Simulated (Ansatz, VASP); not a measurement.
## Two plane-wave programs on C

```
C
1.0
    -1.68745    1.68745    1.68745
     1.68745   -1.68745    1.68745
     1.68745    1.68745   -1.68745
C
3
Cartesian
  1.6875 0.0000 0.0000
  0.0000 1.6875 0.0000
  0.0000 0.0000 1.6875
```

Alike in both runs: task single point; functional PBE; k mesh 8 × 8 × 8; occupations gaussian, width 0.1 eV; no spin polarisation.

|  | VASP | Ansatz |
| --- | --- | --- |
| version | VASP 6.6.1 | Ansatz 0.2.0 |
| potentials or method | VASP PAW PBE potentials, release 64 (C), cutoff 520 eV | scalar-relativistic, plane waves, PAW |
| valence electrons in the cell | 12 | 12 |

|  | VASP | Ansatz | Ansatz less VASP |
| --- | --- | --- | --- |
| gap on the k mesh at the Fermi level (eV) | none | none | - |
| pressure (GPa) | -11.9 | -12.0 | -0.09 |

A gap of «none» marks a metal or a gap that the smearing closes.
